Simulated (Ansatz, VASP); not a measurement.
CuI in VASP and in Ansatz

```
CELL_PARAMETERS angstrom
0.00000 3.01203 3.01203
3.13251 0.00000 3.01203
3.13251 3.01203 0.00000
ATOMIC_POSITIONS crystal
Cu 0.00000 0.00000 0.00000
I 0.25000 0.25000 0.25000
```

Change from the starting cell: uniaxial_x strain +4.0%.

Alike in both runs: task single point; functional r2SCAN; k mesh 8 × 8 × 8; no spin polarisation.

|  | VASP | Ansatz |
| --- | --- | --- |
| version | VASP 6.6.1 | Ansatz 0.2.0 |
| potentials or method | VASP PAW PBE potentials, release 64 (Cu, I) | plane waves, PAW |
| plane-wave cutoff (eV) | 520 | 500 |
| occupations | gaussian, width 0.01 eV | fixed |
| valence electrons in the cell | 18 | 36 |

|  | VASP | Ansatz | Ansatz less VASP |
| --- | --- | --- | --- |
| gap on the k mesh at the Fermi level (eV) | 1.53 | 1.53 | -0.003 |
| pressure (GPa) | -1.6 | -1.6 | +0.06 |
| traceless stress, the component that is largest in VASP (GPa) | -0.52 | -0.52 | +0.008 |

VASP's potentials were made for PBE, not for r2SCAN. VASP's potentials hold 18 valence electrons a cell and Ansatz's 36, so a difference there can come from the potentials and not from the codes.

Neither program's run includes spin-orbit coupling.
